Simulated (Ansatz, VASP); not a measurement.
One calculation of SrTiO3, two programs

Contents of INCAR:

```
SYSTEM = SrTiO3
PREC = Accurate
ENCUT = 520
EDIFF = 1E-6
ISMEAR = 0
SIGMA = 0.02
LREAL = .FALSE.
LASPH = .TRUE.
NELM = 150
ALGO = Normal
ISIF = 2
LWAVE = .FALSE.
LCHARG = .TRUE.
LMAXMIX = 4
LDAU = .TRUE.
LDAUTYPE = 2
LDAUL = -1 2 -1
LDAUU = 0 4 0
LDAUJ = 0 0 0
LDAUPRINT = 1
GGA = PE
LELF = .TRUE.
LVHAR = .TRUE.
NBANDS = 28
```

The input KPOINTS:

```
regular mesh
0
G
  8 8 8
  0 0 0
```

File POSCAR:

```
SrTiO3
1.0
    3.9471298222      0.0000000000      0.0000000000
    0.0000000000      3.9471298222      0.0000000000
    0.0000000000      0.0000000000      4.0063367695
Sr Ti O
1 1 3
Direct
    0.0000000000      0.0000000000      0.0000000000
    0.5000000000      0.5000000000      0.5000000000
    0.5000000000      0.0000000000      0.5000000000
    0.5000000000      0.5000000000      0.0000000000
    0.0000000000      0.5000000000      0.5000000000
```

Input for Ansatz:

```yaml
crystal:
  lattice:
    - [3.9471298193, 0.0, 0.0]
    - [0.0, 3.9471298193, 0.0]
    - [0.0, 0.0, 4.0063367665]
  atoms:
    - { symbol: Sr, position: [0.0, 0.0, 0.0] }
    - { symbol: Ti, position: [0.5, 0.5, 0.5] }
    - { symbol: O, position: [0.5, 0.0, 0.5] }
    - { symbol: O, position: [0.5, 0.5, 0.0] }
    - { symbol: O, position: [0.0, 0.5, 0.5] }
basis:
  ecutwfc: 420
kpoints:
  mp_grid: { grid: [8, 8, 8] }
hamiltonian:
  xc: pbe
  hubbard: { sites: [{ species: Ti, l: d, u_eff: 4.0 }] }
scf:
  occupations: { method: gaussian, width: 0.02 }
output:
  forces: true
  stress: true
  eigenvalues: true
```

Change from the starting cell: strain along c alone, the other axes held, atoms relaxed: +1.5 %.

Alike in both runs: task single point; functional PBE; k mesh 8 × 8 × 8; occupations gaussian, width 0.02 eV; no spin polarisation; Hubbard terms Ti d U = 4.0 eV.

```csv
,VASP,Ansatz
version,VASP 6.6.1,Ansatz 0.2.0
potentials or method,"VASP PAW PBE potentials, release 64 (Sr_sv, Ti_sv, O), cutoff 520 eV","scalar-relativistic, plane waves, PAW"
valence electrons in the cell,40,40
```

|  | VASP | Ansatz | Ansatz less VASP |
| --- | --- | --- | --- |
| gap on the k mesh at the Fermi level (eV) | 2.25 | 2.24 | -0.006 |
| least direct gap on the mesh (eV) | 2.70 | 2.69 | -0.012 |
| pressure (GPa) | 0.2 | -2.4 | -2.57 |
| traceless stress, the component that is largest in VASP (GPa) | -2.14 | -1.89 | +0.250 |

The programs project onto different local orbitals, so the same U acts differently, and such runs can settle in different states.
